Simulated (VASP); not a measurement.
# CdSe (R3m) in VASP: a series of runs, part 2 of 2

VASP 6.6.1. Earlier steps stand in the parts before.

### 4 Single point, PBEsol (29.63 Å³/atom)

This run uses another cell than the first one, of 29.63 Å³/atom.

INCAR reads:

```
SYSTEM = CdSe
PREC = Accurate
ENCUT = 520
EDIFF = 1E-6
ISMEAR = 0
SIGMA = 0.05
LREAL = .False.
LASPH = .True.
NELM = 100
ALGO = Normal
ISIF = 2
LWAVE = .False.
LCHARG = .False.
GGA = PS
NBANDS = 16
```

KPOINTS reads:

```
Automatic mesh
0
Gamma
  10 10 10
  0 0 0
```

POSCAR reads:

```
CdSe
1.0
    0.0000000000      3.0532698765      3.0532698765
    3.0532698765      0.0000000000      3.0532698765
    3.1367259198      3.1367259198     -0.0834560433
Cd Se
1 1
Direct
    0.0000000000      0.0000000000      0.0000000000
    0.7500000000      0.7500000000      0.7500000000
```

Potentials or basis: VASP PAW PBE potentials, release 64 (Cd, Se).

Command:

```console
cat potpaw_PBE.64/Cd/POTCAR potpaw_PBE.64/Se/POTCAR > POTCAR
mpirun -np 1 vasp_std > vasp.out
```

OUTCAR:

```text
SYSTEM = CdSe
   PREC = Accurate
   ENCUT = 520
   EDIFF = 1E-6
   ISMEAR = 0
   LREAL = .False.
   LASPH = .True.
   NELM = 100
   ISIF = 2
   GGA = PS

 ion  position               nearest neighbor table
   1  0.000  0.000  0.000-   2 2.66   2 2.66   2 2.66   2 2.75
   2  0.750  0.750  0.750-   1 2.66   1 2.66   1 2.66   1 2.75

  LATTYP: Found a trigonal (rhomboedric) cell.
 ALAT       =     4.4367853118
 COS(alpha) =     0.5264197777

  Lattice vectors:

 A1 = (   3.1367259198,   0.0834560433,  -3.1367259198)
 A2 = (   0.0834560433,   3.1367259198,  -3.1367259198)
 A3 = (   3.1367259198,   3.1367259198,  -0.0834560433)

Analysis of symmetry for initial positions (statically):
=====================================================================
 Subroutine PRICEL returns:
 Original cell was already a primitive cell.

 Routine SETGRP: Setting up the symmetry group for a
 trigonal (rhombohedral) supercell.

 Subroutine GETGRP returns: Found  6 space group operations
 (whereof  6 operations were pure point group operations)
 out of a pool of 12 trial point group operations.

The static configuration has the point symmetry C_3v.

Analysis of symmetry for dynamics (positions and initial velocities):
=====================================================================
 Subroutine PRICEL returns:
 Original cell was already a primitive cell.

 Routine SETGRP: Setting up the symmetry group for a
 trigonal (rhombohedral) supercell.

 Subroutine GETGRP returns: Found  6 space group operations
 (whereof  6 operations were pure point group operations)
 out of a pool of 12 trial point group operations.

The dynamic configuration has the point symmetry C_3v.

 Subroutine INISYM returns: Found  6 space group operations
 (whereof  6 operations are pure point group operations),
 and found     1 'primitive' translations

----------------------------------------------------------------------------------------

                                     Primitive cell

  volume of cell :      59.2620

  direct lattice vectors                    reciprocal lattice vectors
     0.000000000  3.053269876  3.053269876    -0.161608970  0.165908754  0.161608970
     3.053269876  0.000000000  3.053269876     0.165908754 -0.161608970  0.161608970
     3.136725920  3.136725920 -0.083456043     0.157309185  0.157309185 -0.157309185

  length of vectors
     4.317975669  4.317975669  4.436785312     0.282419250  0.282419250  0.272467501

  position of ions in fractional coordinates (direct lattice)
     0.000000000  0.000000000  0.000000000
     0.750000000  0.750000000  0.750000000

  ion indices of the primitive-cell ions
   primitive index   ion index
                 1           1
                 2           2

----------------------------------------------------------------------------------------

 KPOINTS: Automatic mesh

Automatic generation of k-mesh.
 Grid dimensions read from file:
 generate k-points for:   10   10   10

 Generating k-lattice:

  Cartesian coordinates                     Fractional coordinates (reciprocal lattice)
    -0.016160897  0.016590875  0.016160897     0.100000000  0.000000000 -0.000000000
     0.016590875 -0.016160897  0.016160897     0.000000000  0.100000000 -0.000000000
     0.015730919  0.015730919 -0.015730919     0.000000000  0.000000000  0.100000000

  Length of vectors
     0.028241925  0.028241925  0.027246750

  Shift w.r.t. Gamma in fractional coordinates (k-lattice)
     0.000000000  0.000000000  0.000000000

 Subroutine IBZKPT returns following result:
 ===========================================

 Found    116 irreducible k-points:

 Following reciprocal coordinates:
            Coordinates               Weight
  0.000000  0.000000  0.000000      1.000000
  0.100000  0.000000  0.000000      6.000000
  0.200000  0.000000  0.000000      6.000000
  0.300000  0.000000  0.000000      6.000000
  0.400000  0.000000  0.000000      6.000000
  0.500000  0.000000 -0.000000      3.000000
[... 16 lines left out ...]
  0.300000  0.300000  0.000000      6.000000
  0.400000  0.300000  0.000000     12.000000
 [... further k-points ...]
   k-points           NKPTS =    116   k-points in BZ     NKDIM =    116   number of bands    NBANDS=     16
   number of dos      NEDOS =    301   number of ions     NIONS =      2
   total plane-waves  NPLWV =  36864
   dimension x,y,z NGX =    32 NGY =   32 NGZ =   36
   dimension x,y,z NGXF=    64 NGYF=   64 NGZF=   72
   ions per type =               1   1
   NGX,Y,Z   is equivalent  to a cutoff of  12.32, 12.32, 13.49 a.u.
   NGXF,Y,Z  is equivalent  to a cutoff of  24.64, 24.64, 26.98 a.u.
 SYSTEM =  CdSe
   PREC   = accura    normal or accurate (medium, high low for compatibility)
   ISTART =      0    job   : 0-new  1-cont  2-samecut
   ICHARG =      2    charge: 1-file 2-atom 10-const
   ISPIN  =      1    spin polarized calculation?
   LNONCOLLINEAR =      F non collinear calculations
   LSORBIT =      F    spin-orbit coupling
   LASPH  =      T    aspherical Exc in radial PAW
   ENCUT  =  520.0 eV  38.22 Ry    6.18 a.u.   8.03  8.03  8.25*2*pi/ulx,y,z
   NELM   =    100;   NELMIN=  2; NELMDL= -5     # of ELM steps
   EDIFF  = 0.1E-05   stopping-criterion for ELM
   LREAL  =      F    real-space projection
   EDIFFG = 0.1E-04   stopping-criterion for IOM
   NSW    =      0    number of steps for IOM
   IBRION =     -1    ionic relax: 0-MD 1-quasi-New 2-CG
   NFREE  =      0    steps in history (QN), initial steepest desc. (CG)
   ISIF   =      2    stress and relaxation
   ISYM   =      2    0-nonsym 1-usesym 2-fastsym
   POTIM  = 0.5000    time-step for ionic-motion
   TEBEG  =    0.0;   TEEND  =   0.0 temperature during run
   PSTRESS=    0.0 pullay stress
   NELECT =      18.0000    total number of electrons
   NUPDOWN=      -1.0000    fix difference up-down
   EMIN   =  10.00;   EMAX   =-10.00  energy-range for DOS
   EFERMI =   0.00;   METHOD = LEGACY
   ISMEAR =     0;   SIGMA  =   0.05  broadening in eV -4-tet -1-fermi 0-gaus
   EFERMI_NEDOS =   21; number of points for ismear=-14 and -15
   IALGO  =     38    algorithm
   IMIX   =      4    mixing-type and parameters
     AMIX     =   0.40;   BMIX     =  1.00
     AMIX_MAG =   1.60;   BMIX_MAG =  1.00
  volume/ion in A,a.u.               =      29.63       199.96
  Fermi-wavevector in a.u.,A,eV,Ry     =   1.100458  2.079565 16.476769  1.211008
  Thomas-Fermi vector in A             =   2.236870
   LORBIT       =      0    0 simple, 1 ext, 2 COOP (PROOUT), +10 PAW based schemes
   GGA     = PS    functional components
   LHFCALC =     F    Hartree Fock is set to
   AEXX    =    0.0000 exact exchange contribution
   IVDW    =     0    specifies the selected vdW correction
   LEPSILON=     F    determine dielectric tensor
   LRPA    =     F    only Hartree local field effects (RPA)
 non-spin polarized calculation
 Gauss-broadening in eV      SIGMA  =   0.05
  energy-cutoff  :      520.00
  volume of cell :       59.26
 maximum number of plane-waves:      1608
   NGX = 17   NGY = 17   NGZ = 17

 number of electron      18.0000004 magnetization

 Free energy of the ion-electron system (eV)
  ---------------------------------------------------
  ext. energy  EPLUGINS =         0.00000000
  ---------------------------------------------------
  free energy    TOTEN  =        -6.14543856 eV

  energy without entropy =       -6.14543856  energy(sigma->0) =       -6.14543856

 E-fermi :   0.6333     XC(G=0):  -8.8632

 val. band max:        0.4518654066   @ k =   0.0000   0.0000   0.0000
 cond. band min:       0.8106461380   @ k =   0.0000   0.0000   0.0000
 fundamental gap:      0.3587807314
 Fermi energy:         0.6333014722

 k-point     1 :       0.0000    0.0000    0.0000
  band No.  band energies     occupation
      1     -11.9363      2.00000
      2      -7.3503      2.00000
      3      -7.3503      2.00000
      4      -7.3142      2.00000
      5      -7.0097      2.00000
      6      -7.0097      2.00000
[... 8 lines left out ...]
     15      11.3670      0.00000
     16      11.3670      0.00000
[... 419 lines left out ...]
 k-point    24 :       0.4000    0.3000    0.0000
  band No.  band energies     occupation
      1     -11.5804      2.00000
      2      -7.2011      2.00000
      3      -7.1491      2.00000
      4      -7.1283      2.00000
      5      -6.9716      2.00000
      6      -6.8606      2.00000
[... 8 lines left out ...]
     15      12.4308      0.00000
     16      13.6340      0.00000

 [... further k-points ...]
[... 5 lines left out ...]
  --------------------------------------------------------------------------------------
  -------------------------------------------------------------------------------------
  Total       -0.7480129     -0.7480129     -0.7480129     -0.3433598      0.3433598      0.3433598
  in kB      -20.2228967    -20.2228967    -20.2228967     -9.2829009      9.2829009      9.2829009
  external PRESSURE =     -20.2228967 kB  Pullay stress =       0.0000000 kB

 VOLUME and BASIS-vectors are now :
 -----------------------------------------------------------------------------
  energy-cutoff  :      520.00
  volume of cell :       59.26
      direct lattice vectors                 reciprocal lattice vectors
     0.000000000  3.053269876  3.053269876    -0.161608970  0.165908754  0.161608970
     3.053269876  0.000000000  3.053269876     0.165908754 -0.161608970  0.161608970
     3.136725920  3.136725920 -0.083456043     0.157309185  0.157309185 -0.157309185

 POSITION                                       TOTAL-FORCE (eV/Angst)
 -----------------------------------------------------------------------------------
      0.00000      0.00000      0.00000         0.102481      0.102481     -0.102481
      4.64250      4.64250      4.51731        -0.102481     -0.102481      0.102481
 -----------------------------------------------------------------------------------
    total drift:                               -0.000033     -0.000033      0.000034

  FREE ENERGIE OF THE ION-ELECTRON SYSTEM (eV)
  ---------------------------------------------------
  free  energy   TOTEN  =        -6.1454385594 eV

  energy  without entropy=       -6.1454385592  energy(sigma->0) =       -6.14543856
```

OSZICAR:

```text
N       E                     dE             d eps       ncg     rms          rms(c)
DAV:   1     0.105678578215E+03    0.10568E+03   -0.86945E+03  3760   0.100E+03
DAV:   2    -0.239173721284E+01   -0.10807E+03   -0.10182E+03  4488   0.245E+02
DAV:   3    -0.651508924928E+01   -0.41234E+01   -0.41155E+01  4360   0.495E+01
DAV:   4    -0.653290315631E+01   -0.17814E-01   -0.17813E-01  4792   0.327E+00
DAV:   5    -0.653301392939E+01   -0.11077E-03   -0.11077E-03  4400   0.224E-01    0.534E+00
DAV:   6    -0.616874625544E+01    0.36427E+00   -0.58727E-01  5592   0.945E+00    0.439E+00
DAV:   7    -0.614687299950E+01    0.21873E-01   -0.12257E-01  4512   0.238E+00    0.203E+00
DAV:   8    -0.614546287171E+01    0.14101E-02   -0.11892E-02  4232   0.131E+00    0.211E-01
DAV:   9    -0.614538451523E+01    0.78356E-04   -0.12838E-03  4608   0.461E-01    0.441E-02
DAV:  10    -0.614541099997E+01   -0.26485E-04   -0.13806E-04  4608   0.147E-01    0.392E-02
DAV:  11    -0.614543913821E+01   -0.28138E-04   -0.48098E-05  4600   0.497E-02    0.179E-02
DAV:  12    -0.614543855942E+01    0.57879E-06   -0.18186E-06  4088   0.160E-02
   1 F= -.61454386E+01 E0= -.61454386E+01  d E =-.204847E-09
```

Run time: 31 s. Hardware: 1 thread of Intel Xeon 6975P-C (Granite Rapids), shared host; peak memory 0.26 GiB.

Results:

- Free energy: -6.1454 eV
- Pressure: -2.0 GPa
- Largest force: 0.178 eV/Å
- Band gap on the k mesh: 0.36 eV

Forces in eV/Å, atoms in the order of the input:
```
Cd   0.102  0.102 -0.102
Se  -0.102 -0.102  0.102
```

Levels at points of the mesh, in eV from the valence-band top:
```csv
k point,band 6,band 7,band 8,band 9,band 10,band 11,band 12,band 13
"(0.00, 0.00, 0.00)",-7.46,-0.15,0.00,0.00,0.36,5.52,5.97,5.97
"(0.50, 0.00, 0.00)",-7.20,-4.20,-0.78,-0.75,2.14,6.11,6.41,7.14
"(0.50, 0.50, 0.00)",-7.15,-3.94,-1.83,-1.65,3.03,3.61,8.62,9.80
"(0.00, 0.00, 0.50)",-7.24,-4.17,-0.60,-0.60,2.33,6.46,6.46,6.91
```

Caveat: the PAW data sets were made with another functional, which shifts forces and pressure a little.

### 5 Single point, PBEsol (31.13 Å³/atom)

This run uses another cell than the first one, of 31.13 Å³/atom.

INCAR reads:

```
PREC     = Accurate       # precision mode
ENCUT    = 520            # plane-wave cutoff, eV
EDIFF    = 1E-7           # SCF threshold, eV
ISMEAR   = 0              # smearing method
SIGMA    = 0.05           # smearing width, eV
LREAL    = False          # projectors in reciprocal space
LASPH    = True           # aspherical terms in the spheres
NELM     = 60             # most SCF steps
ALGO     = Normal         # electronic algorithm
ISIF     = 2              # what is computed and relaxed
LWAVE    = False          # write WAVECAR
LCHARG   = True           # write CHGCAR
GGA      = PS             # functional
LELF     = True           # ELF
LVHAR    = True         
NBANDS   = 16             # bands
```

KPOINTS reads:

```
regular mesh
0
Gamma
  10 10 10
```

POSCAR reads:

```
CdSe
1.0
    0.0000000000      3.1882338104      3.1882338104
    3.1882338104      0.0000000000      3.1882338104
    3.1044895356      3.1044895356      0.0837442748
Cd Se
1 1
Direct
    0.0000000000      0.0000000000      0.0000000000
    0.7500000000      0.7500000000      0.7500000000
```

Command:

```console
cat potpaw_PBE.64/Cd/POTCAR potpaw_PBE.64/Se/POTCAR > POTCAR
mpirun -np 1 vasp_std > vasp.out
```

It took 2.7 min on 1 thread of Intel Xeon 8259CL, shared host; peak memory 0.29 GiB.

The run converged. Its results:

```
Free energy            : -6.0885 eV
Pressure               : -3.8 GPa
Largest force          : 0.180 eV/Å
Band gap on the k mesh : 0.31 eV
```

Forces on the atoms (eV/Å):
```
Cd  -0.104 -0.104  0.104
Se   0.104  0.104 -0.104
```

Stress tensor (GPa, compression positive):
```
-3.84  0.87 -0.87
 0.87 -3.84 -0.87
-0.87 -0.87 -3.84
```

Levels at points of the mesh, in eV from the valence-band top:
| k point | band 6 | band 7 | band 8 | band 9 | band 10 | band 11 | band 12 | band 13 |
| --- | --- | --- | --- | --- | --- | --- | --- | --- |
| (0.00, 0.00, 0.00) | -7.35 | -0.04 | -0.04 | 0.00 | 0.31 | 5.68 | 5.68 | 6.15 |
| (0.50, 0.00, 0.00) | -7.13 | -3.89 | -0.60 | -0.59 | 2.19 | 6.22 | 6.49 | 6.93 |
| (0.50, 0.50, 0.00) | -7.07 | -3.70 | -1.65 | -1.47 | 3.13 | 3.58 | 8.46 | 9.45 |
| (0.00, 0.00, 0.50) | -7.10 | -3.92 | -0.74 | -0.74 | 2.02 | 6.17 | 6.17 | 7.13 |

Caveat: the cell stands under tension; the PAW data sets were made with another functional, which shifts forces and pressure a little.

### 6 Single point, PBEsol (31.13 Å³/atom)

This run uses another cell than the first one, of 31.13 Å³/atom.

INCAR reads:

```
SYSTEM = CdSe
ALGO     = Normal         ! electronic algorithm
EDIFF    = 1E-7           ! SCF threshold, eV
ENCUT    = 520            ! plane-wave cutoff, eV
GGA      = PS             ! functional
ISIF     = 2              ! what is computed and relaxed
ISMEAR   = 0              ! smearing method
LASPH    = .True.         ! aspherical terms in the spheres
LCHARG   = .False.        ! write CHGCAR
LREAL    = .False.        ! projectors in reciprocal space
LWAVE    = .False.        ! write WAVECAR
NBANDS   = 16             ! bands
NELM     = 60             ! most SCF steps
PREC     = Accurate       ! precision mode
SIGMA    = 0.05           ! smearing width, eV
```

KPOINTS reads:

```
k-points
0
Gamma
  10 10 10
  0 0 0
```

POSCAR reads:

```
CdSe
1.0
    0.0000000000      3.1039456915      3.1039456915
    3.1039456915      0.0000000000      3.1039456915
    3.1887868738      3.1887868738     -0.0848411822
Cd Se
1 1
Direct
    0.0000000000      0.0000000000      0.0000000000
    0.7500000000      0.7500000000      0.7500000000
```

Potentials or basis: VASP PAW PBE potentials, release 64 (Cd, Se).

Command:

```console
cat potpaw_PBE.64/Cd/POTCAR potpaw_PBE.64/Se/POTCAR > POTCAR
mpirun -np 1 vasp_std > vasp.out
```

It took 2.3 min on 1 thread of Intel Xeon 8259CL, shared host; peak memory 0.28 GiB.

Results (log left out):

```yaml
Free_energy: -6.0897 eV
Pressure: -3.9 GPa
Largest_force: 0.111 eV/Å
Band_gap_on_the_k_mesh: 0.28 eV
```

Forces in eV/Å, atoms in the order of the input:
```
Cd   0.064  0.064 -0.064
Se  -0.064 -0.064  0.064
```

Stress tensor (GPa, compression positive):
```
-3.85 -0.75  0.75
-0.75 -3.85  0.75
 0.75  0.75 -3.85
```

Levels at points of the mesh, in eV from the valence-band top:
| k point | band 5 | band 6 | band 7 | band 8 | band 9 | band 10 | band 11 | band 12 | band 13 | band 14 |
| --- | --- | --- | --- | --- | --- | --- | --- | --- | --- | --- |
| (0.00, 0.00, 0.00) | -7.37 | -7.37 | -0.14 | 0.00 | 0.00 | 0.28 | 5.52 | 5.96 | 5.96 | 9.16 |
| (0.50, 0.00, 0.00) | -7.35 | -7.14 | -3.93 | -0.71 | -0.68 | 2.08 | 6.10 | 6.39 | 7.00 | 9.54 |
| (0.50, 0.50, 0.00) | -7.33 | -7.10 | -3.73 | -1.67 | -1.51 | 3.11 | 3.55 | 8.42 | 9.51 | 9.54 |
| (0.00, 0.00, 0.50) | -7.36 | -7.18 | -3.90 | -0.55 | -0.55 | 2.26 | 6.43 | 6.43 | 6.75 | 9.67 |

Caveat: the cell stands under tension; the PAW data sets were made with another functional, which shifts forces and pressure a little.

### 7 Summary

```csv
cell,gap on the mesh (eV),pressure (GPa),largest force (eV/Å)
"a = 4.359, b = 4.359, c = 4.245 Å, angles 59.1, 59.1, 60.0°, 2 atoms",0.45,0.5,0.34
"a = 4.435, b = 4.435, c = 4.320 Å, angles 59.1, 59.1, 60.0°, 2 atoms",0.38,-2.0,0.25
"a = 4.318, b = 4.318, c = 4.437 Å, angles 60.9, 60.9, 60.0°, 2 atoms",0.36,-2.0,0.18
"a = 4.509, b = 4.509, c = 4.391 Å, angles 59.1, 59.1, 60.0°, 2 atoms",0.31,-3.8,0.18
"a = 4.390, b = 4.390, c = 4.510 Å, angles 60.9, 60.9, 60.0°, 2 atoms",0.28,-3.9,0.11
```

Alike in all rows: task single point; level PBEsol; potentials or basis VASP PAW PBE potentials, release 64 (Cd, Se); no spin polarisation; k mesh 10 × 10 × 10; cutoff (eV) 520; smearing gaussian 0.05 eV.

Caveats: the PAW data sets were made with another functional, which shifts forces and pressure a little; the cell stands under tension (at least some runs).

Absolute energies hang on the potentials; compare differences alone.
